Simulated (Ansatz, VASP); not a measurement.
**Two plane-wave programs on SiO2**

INCAR

```
  ALGO = Normal
  EDIFF = 1E-6
  ENCUT = 520
  GGA = CA
  ISIF = 2
  ISMEAR = 0
  LASPH = T
  LCHARG = T
  LELF = T
  LREAL = F
  LVHAR = T
  LWAVE = F
  NBANDS = 25
  NELM = 80
  PREC = Accurate
  SIGMA = 0.05
```

KPOINTS

```
k-points
0
Gamma
  6 6 10
```

File POSCAR:

```
SiO2
1.0
    3.7812748803      0.0000000000      0.0000000000
    0.0000000000      3.7812748803      0.0000000000
    0.0000000000      0.0000000000      2.9051534905
Si O
2 4
Direct
    0.5000000000      0.5000000000      0.5000000000
    0.0000000000      0.0000000000      0.0000000000
    0.6944252994      0.6944252994      0.0000000000
    0.1944252994      0.8055747006      0.5000000000
    0.3055747006      0.3055747006      0.0000000000
    0.8055747006      0.1944252994      0.5000000000
```

Input for Ansatz:

```yaml
crystal:
  lattice:
    - [3.7812748803, 0.0, 0.0]
    - [0.0, 3.7812748803, 0.0]
    - [0.0, 0.0, 2.9051534905]
  atoms:
    - { symbol: Si, position: [0.5, 0.5, 0.5] }
    - { symbol: Si, position: [0.0, 0.0, 0.0] }
    - { symbol: O, position: [0.6944252994, 0.6944252994, 0.0] }
    - { symbol: O, position: [0.1944252994, 0.8055747006, 0.5] }
    - { symbol: O, position: [0.3055747006, 0.3055747006, 0.0] }
    - { symbol: O, position: [0.8055747006, 0.1944252994, 0.5] }
basis:
  ecutwfc: 520.0
kpoints:
  mp_grid: { grid: [6, 6, 10] }
hamiltonian:
  xc: lda
  pseudopotentials: { kind: paw, azcp: { folder: soft_1 } }
scf:
  occupations: { method: gaussian, width: 0.05 }
output:
  forces: true
  stress: true
  eigenvalues: true
```

Alike in both runs: task single point; functional LDA; k mesh 6 × 6 × 10; occupations gaussian, width 0.05 eV; no spin polarisation.

|  | VASP | Ansatz |
| --- | --- | --- |
| version | VASP 6.6.1 | Ansatz 0.2.0 |
| potentials or method | VASP PAW LDA potentials, release 64 (Si, O), cutoff 520 eV | scalar-relativistic, plane waves, PAW |
| valence electrons in the cell | 32 | 32 |

|  | VASP | Ansatz | Ansatz less VASP |
| --- | --- | --- | --- |
| gap on the k mesh at the Fermi level (eV) | 4.90 | 4.95 | +0.054 |
| least direct gap on the mesh (eV) | 4.90 | 4.95 | +0.054 |
| rms of the force components (eV/Å) | 0.261 | 0.285 | +0.0240 |

Ansatz warns that its potentials were made for another functional, while VASP's fit it. LDA's correlation is that of Perdew and Zunger in VASP and of Perdew and Wang (1992) in Ansatz. Atom by atom the forces differ by 0.024 eV/Å (rms over components).
